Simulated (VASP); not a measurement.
# Sc (Fm-3m) in VASP: further runs

Runs on Sc. Level: LDA. Tasks: single point.

Program: VASP 6.6.1. These are calculated values, not measurements. Logs are shortened: lines on timing, memory, paths and dates and some standing lists are left out, and cuts for length are marked.

**1. The cell of the first run**

It takes space group Fm-3m (No. 225, cubic). Conventional cell: a = 4.520 Å, b = 4.520 Å, c = 4.520 Å, α = 90.00°, β = 90.00°, γ = 90.00°. Sc (site symmetry m-3m) has 12 Sc at 3.20 Å within 4.2 Å.

This isn't the form of Sc at room conditions, which is hcp.

**2. Single point, LDA, collinear spin**

Contents of INCAR:

```
SYSTEM = Sc
PREC = Accurate
ENCUT = 520
EDIFF = 1E-6
ISMEAR = -1
SIGMA = 0.03
LREAL = .False.
LASPH = .True.
NELM = 150
ALGO = Normal
ISIF = 2
LWAVE = .False.
LCHARG = .True.
ISPIN = 2
MAGMOM = 0.9
LORBIT = 11
NUPDOWN = 0.9
LMAXMIX = 4
LELF = .True.
LVHAR = .True.
NBANDS = 16
```

Contents of KPOINTS:

```
regular mesh
0
Gamma
  13 13 13
  0 0 0
```

Contents of POSCAR:

```
Sc
1.0
    0.0000000000      2.2600000000      2.2600000000
    2.2600000000      0.0000000000      2.2600000000
    2.2600000000      2.2600000000      0.0000000000
Sc
1
Direct
    0.0000000000      0.0000000000      0.0000000000
```

Potentials or basis: VASP PAW LDA potentials, release 64 (Sc_sv).

Started as:

```
$ cat potpaw_LDA.64/Sc_sv/POTCAR > POTCAR
$ mpirun -np 1 vasp_std > vasp.out
```

OUTCAR:

```text
SYSTEM = Sc
   PREC = Accurate
   ENCUT = 520
   EDIFF = 1E-6
   ISMEAR = -1
   LREAL = .False.
   LASPH = .True.
   NELM = 150
   ISIF = 2
   ISPIN = 2
   LORBIT = 11
   NUPDOWN = 0.9

 ion  position               nearest neighbor table
   1  0.000  0.000  0.000-

  LATTYP: Found a face centered cubic cell.
 ALAT       =     4.5200000000

  Lattice vectors:

 A1 = (   0.0000000000,   2.2600000000,   2.2600000000)
 A2 = (   2.2600000000,   0.0000000000,   2.2600000000)
 A3 = (   2.2600000000,   2.2600000000,   0.0000000000)

Analysis of symmetry for initial positions (statically):
=====================================================================
 Subroutine PRICEL returns:
 Original cell was already a primitive cell.

 Routine SETGRP: Setting up the symmetry group for a
 face centered cubic supercell.

 Subroutine GETGRP returns: Found 48 space group operations
 (whereof 48 operations were pure point group operations)
 out of a pool of 48 trial point group operations.

The static configuration has the point symmetry O_h .

Analysis of symmetry for dynamics (positions and initial velocities):
=====================================================================
 Subroutine PRICEL returns:
 Original cell was already a primitive cell.

 Routine SETGRP: Setting up the symmetry group for a
 face centered cubic supercell.

 Subroutine GETGRP returns: Found 48 space group operations
 (whereof 48 operations were pure point group operations)
 out of a pool of 48 trial point group operations.

The dynamic configuration has the point symmetry O_h .

Analysis of structural, dynamic, and magnetic symmetry:
=====================================================================
 Subroutine PRICEL returns:
 Original cell was already a primitive cell.

 Routine SETGRP: Setting up the symmetry group for a
 face centered cubic supercell.

 Subroutine GETGRP returns: Found 48 space group operations
 (whereof 48 operations were pure point group operations)
 out of a pool of 48 trial point group operations.

The overall configuration has the point symmetry O_h .

 Subroutine INISYM returns: Found 48 space group operations
 (whereof 48 operations are pure point group operations),
 and found     1 'primitive' translations

----------------------------------------------------------------------------------------

                                     Primitive cell

  volume of cell :      23.0864

  direct lattice vectors                    reciprocal lattice vectors
     0.000000000  2.260000000  2.260000000    -0.221238938  0.221238938  0.221238938
     2.260000000  0.000000000  2.260000000     0.221238938 -0.221238938  0.221238938
     2.260000000  2.260000000  0.000000000     0.221238938  0.221238938 -0.221238938

  length of vectors
     3.196122651  3.196122651  3.196122651     0.383197081  0.383197081  0.383197081

  position of ions in fractional coordinates (direct lattice)
     0.000000000  0.000000000  0.000000000

  ion indices of the primitive-cell ions
   primitive index   ion index
                 1           1

----------------------------------------------------------------------------------------

 KPOINTS: regular mesh

Automatic generation of k-mesh.
 Grid dimensions read from file:
 generate k-points for:   13   13   13

 Generating k-lattice:

  Cartesian coordinates                     Fractional coordinates (reciprocal lattice)
    -0.017018380  0.017018380  0.017018380     0.076923077  0.000000000  0.000000000
     0.017018380 -0.017018380  0.017018380     0.000000000  0.076923077  0.000000000
     0.017018380  0.017018380 -0.017018380     0.000000000  0.000000000  0.076923077

  Length of vectors
     0.029476699  0.029476699  0.029476699

  Shift w.r.t. Gamma in fractional coordinates (k-lattice)
     0.000000000  0.000000000  0.000000000

 Subroutine IBZKPT returns following result:
 ===========================================

 Found     84 irreducible k-points:

 Following reciprocal coordinates:
            Coordinates               Weight
  0.000000  0.000000  0.000000      1.000000
  0.076923  0.000000  0.000000      8.000000
  0.153846  0.000000  0.000000      8.000000
  0.230769  0.000000  0.000000      8.000000
  0.307692  0.000000  0.000000      8.000000
  0.384615  0.000000  0.000000      8.000000
[... 16 lines left out ...]
  0.384615  0.153846  0.000000     24.000000
  0.461538  0.153846  0.000000     24.000000
 [... further k-points ...]
   k-points           NKPTS =     84   k-points in BZ     NKDIM =     84   number of bands    NBANDS=     16
   number of dos      NEDOS =    301   number of ions     NIONS =      1
   total plane-waves  NPLWV =  13824
   dimension x,y,z NGX =    24 NGY =   24 NGZ =   24
   dimension x,y,z NGXF=    48 NGYF=   48 NGZF=   48
   ions per type =               1
   NGX,Y,Z   is equivalent  to a cutoff of  12.48, 12.48, 12.48 a.u.
   NGXF,Y,Z  is equivalent  to a cutoff of  24.97, 24.97, 24.97 a.u.
 SYSTEM =  Sc
   PREC   = accura    normal or accurate (medium, high low for compatibility)
   ISTART =      0    job   : 0-new  1-cont  2-samecut
   ICHARG =      2    charge: 1-file 2-atom 10-const
   ISPIN  =      2    spin polarized calculation?
   LNONCOLLINEAR =      F non collinear calculations
   LSORBIT =      F    spin-orbit coupling
   LASPH  =      T    aspherical Exc in radial PAW
   ENCUT  =  520.0 eV  38.22 Ry    6.18 a.u.   5.94  5.94  5.94*2*pi/ulx,y,z
   NELM   =    150;   NELMIN=  2; NELMDL= -5     # of ELM steps
   EDIFF  = 0.1E-05   stopping-criterion for ELM
   LREAL  =      F    real-space projection
   EDIFFG = 0.1E-04   stopping-criterion for IOM
   NSW    =      0    number of steps for IOM
   IBRION =     -1    ionic relax: 0-MD 1-quasi-New 2-CG
   NFREE  =      0    steps in history (QN), initial steepest desc. (CG)
   ISIF   =      2    stress and relaxation
   ISYM   =      2    0-nonsym 1-usesym 2-fastsym
   POTIM  = 0.5000    time-step for ionic-motion
   TEBEG  =    0.0;   TEEND  =   0.0 temperature during run
   PSTRESS=    0.0 pullay stress
   NELECT =      11.0000    total number of electrons
   NUPDOWN=       0.9000    fix difference up-down
   EMIN   =  10.00;   EMAX   =-10.00  energy-range for DOS
   EFERMI =   0.00;   METHOD = LEGACY
   ISMEAR =    -1;   SIGMA  =   0.03  broadening in eV -4-tet -1-fermi 0-gaus
   EFERMI_NEDOS =   21; number of points for ismear=-14 and -15
   IALGO  =     38    algorithm
   IMIX   =      4    mixing-type and parameters
     AMIX     =   0.40;   BMIX     =  1.00
     AMIX_MAG =   1.60;   BMIX_MAG =  1.00
  volume/ion in A,a.u.               =      23.09       155.79
  Fermi-wavevector in a.u.,A,eV,Ry     =   1.278657  2.416311 22.245021  1.634963
  Thomas-Fermi vector in A             =   2.411187
   LORBIT       =     11    0 simple, 1 ext, 2 COOP (PROOUT), +10 PAW based schemes
   GGA     = CA    functional components
   LHFCALC =     F    Hartree Fock is set to
   AEXX    =    0.0000 exact exchange contribution
   IVDW    =     0    specifies the selected vdW correction
   LEPSILON=     F    determine dielectric tensor
   LRPA    =     F    only Hartree local field effects (RPA)
 spin polarized calculation
  energy-cutoff  :      520.00
  volume of cell :       23.09
 maximum number of plane-waves:       632
   NGX = 11   NGY = 11   NGZ = 11

 number of electron      11.0000000 magnetization       0.9000000

 Free energy of the ion-electron system (eV)
  ---------------------------------------------------
  ext. energy  EPLUGINS =         0.00000000
  ---------------------------------------------------
  free energy    TOTEN  =        -6.58270903 eV

  energy without entropy =       -6.57886401  energy(sigma->0) =       -6.58078652

 E-fermi :   3.6837     XC(G=0): -10.3967

 val. band max:        4.1304133432   @ k =  -0.3077   0.3077   0.0769
 cond. band min:       3.6890861884   @ k =  -0.3846   0.4615   0.0769
 fundamental gap:     -0.4413271548
 Fermi energy:         4.1459270345

 spin component 1

 k-point     1 :       0.0000    0.0000    0.0000
  band No.  band energies     occupation
      1     -44.9447      1.00000
      2     -23.6541      1.00000
      3     -23.6541      1.00000
      4     -23.6541      1.00000
      5      -1.6412      1.00000
      6       5.2661      0.00000
[... 8 lines left out ...]
     15      23.2406      0.00000
     16      24.5474      0.00000

 k-point     2 :       0.0769    0.0000    0.0000
  band No.  band energies     occupation
      1     -44.9399      1.00000
      2     -23.6848      1.00000
      3     -23.6580      1.00000
      4     -23.6580      1.00000
      5      -1.4812      1.00000
      6       5.1452      0.00000
[... 8 lines left out ...]
     15      23.5894      0.00000
     16      24.4738      0.00000
[... 387 lines left out ...]
      5       1.2282      1.00000
      6       3.8093      0.99999
[... 8 lines left out ...]
     15      24.2482      0.00000
     16      24.4157      0.00000

 k-point    24 :       0.4615    0.1538    0.0000
  band No.  band energies     occupation
      1     -44.8585      1.00000
      2     -24.1039      1.00000
      3     -23.7773      1.00000
      4     -23.7472      1.00000
      5       1.9167      1.00000
      6       3.6748      1.00000
[... 8 lines left out ...]
     15      24.1579      0.00000
     16      24.3064      0.00000

 [... further k-points ...]

 spin component 2

 k-point     1 :       0.0000    0.0000    0.0000
  band No.  band energies     occupation
      1     -44.5605      1.00000
      2     -23.2639      1.00000
      3     -23.2639      1.00000
      4     -23.2639      1.00000
      5      -1.0081      1.00000
      6       5.7927      0.00000
[... 8 lines left out ...]
     15      23.8218      0.00000
     16      25.1396      0.00000

 k-point     2 :       0.0769    0.0000    0.0000
  band No.  band energies     occupation
      1     -44.5558      1.00000
      2     -23.2939      1.00000
      3     -23.2677      1.00000
      4     -23.2677      1.00000
      5      -0.8486      1.00000
      6       5.6779      0.00000
[... 8 lines left out ...]
     15      24.1826      0.00000
     16      25.0712      0.00000
[... 387 lines left out ...]
      5       1.8465      1.00000
      6       4.3871      0.00000
[... 8 lines left out ...]
     15      24.8083      0.00000
     16      25.0354      0.00000

 k-point    24 :       0.4615    0.1538    0.0000
  band No.  band energies     occupation
      1     -44.4758      1.00000
      2     -23.7043      1.00000
      3     -23.3844      1.00000
      4     -23.3552      1.00000
      5       2.5342      1.00000
      6       4.2381      0.00000
[... 8 lines left out ...]
     15      24.7363      0.00000
     16      24.8946      0.00000

 [... further k-points ...]

------------------------ aborting loop because EDIFF is reached ----------------------------------------

  FORCE on cell =-STRESS in cart. coord.  units (eV):
  Direction    XX          YY          ZZ          XY          YZ          ZX
  --------------------------------------------------------------------------------------
  -------------------------------------------------------------------------------------
  Total        0.0417875      0.0417875      0.0417875     -0.0000000     -0.0000000     -0.0000000
  in kB        2.9000245      2.9000245      2.9000245     -0.0000000     -0.0000000     -0.0000000
  external PRESSURE =       2.9000245 kB  Pullay stress =       0.0000000 kB

 VOLUME and BASIS-vectors are now :
 -----------------------------------------------------------------------------
  energy-cutoff  :      520.00
  volume of cell :       23.09
      direct lattice vectors                 reciprocal lattice vectors
     0.000000000  2.260000000  2.260000000    -0.221238938  0.221238938  0.221238938
     2.260000000  0.000000000  2.260000000     0.221238938 -0.221238938  0.221238938
     2.260000000  2.260000000  0.000000000     0.221238938  0.221238938 -0.221238938

 POSITION                                       TOTAL-FORCE (eV/Angst)
 -----------------------------------------------------------------------------------
      0.00000      0.00000      0.00000        -0.000000     -0.000000      0.000000
 -----------------------------------------------------------------------------------
    total drift:                                0.000000      0.000000      0.000000

  FREE ENERGIE OF THE ION-ELECTRON SYSTEM (eV)
  ---------------------------------------------------
  free  energy   TOTEN  =        -6.5827090286 eV

  energy  without entropy=       -6.5788640123  energy(sigma->0) =       -6.58078652

 total charge

# of ion       s       p       d       tot
------------------------------------------
    1        2.291   6.113   1.078   9.482

 magnetization (x)

# of ion       s       p       d       tot
------------------------------------------
    1        0.006   0.069   0.474   0.549
```

It took 15 s on 1 thread of Intel Xeon 6975P-C (Granite Rapids), shared host; peak memory 0.16 GiB.

Results:

| Property | Result |
| --- | --- |
| Free energy | -6.5827 eV |
| Pressure | 0.3 GPa |
| Net moment | 0.90 μB per cell |
| Site moments | Sc +0.55 μB |
| Valence electrons inside the program's atomic spheres | Sc 9.48 |

Caveat: the total moment is fixed, so each spin has its own Fermi level.

**3. Single point, LDA, collinear spin**

Contents of INCAR:

```
SYSTEM = Sc
  ALGO = Normal
  EDIFF = 1E-6
  ENCUT = 520
  ISIF = 2
  ISMEAR = -1
  ISPIN = 2
  LASPH = .TRUE.
  LCHARG = .TRUE.
  LELF = .TRUE.
  LMAXMIX = 4
  LORBIT = 11
  LREAL = .FALSE.
  LVHAR = .TRUE.
  LWAVE = .FALSE.
  MAGMOM = 1.2
  NBANDS = 16
  NELM = 150
  NUPDOWN = 1.2
  PREC = Accurate
  SIGMA = 0.03
```

Contents of KPOINTS:

```
k-points
0
G
  13 13 13
  0 0 0
```

POSCAR is that of step 2.

Potentials or basis: VASP PAW LDA potentials, release 64 (Sc_sv).

Started as:

```
$ cat potpaw_LDA.64/Sc_sv/POTCAR > POTCAR
$ mpirun -np 1 vasp_std > vasp.out
```

Wall time 15 s (1 thread of Intel Xeon 6975P-C (Granite Rapids), shared host); peak memory 0.16 GiB.

The run converged. Its results:

* Free energy: -6.4933 eV
* Pressure: 1.4 GPa
* Net moment: 1.20 μB per cell
* Site moments: Sc +0.74 μB
* Valence electrons inside the program's atomic spheres: Sc 9.49

Caveat: the total moment is fixed, so each spin has its own Fermi level.
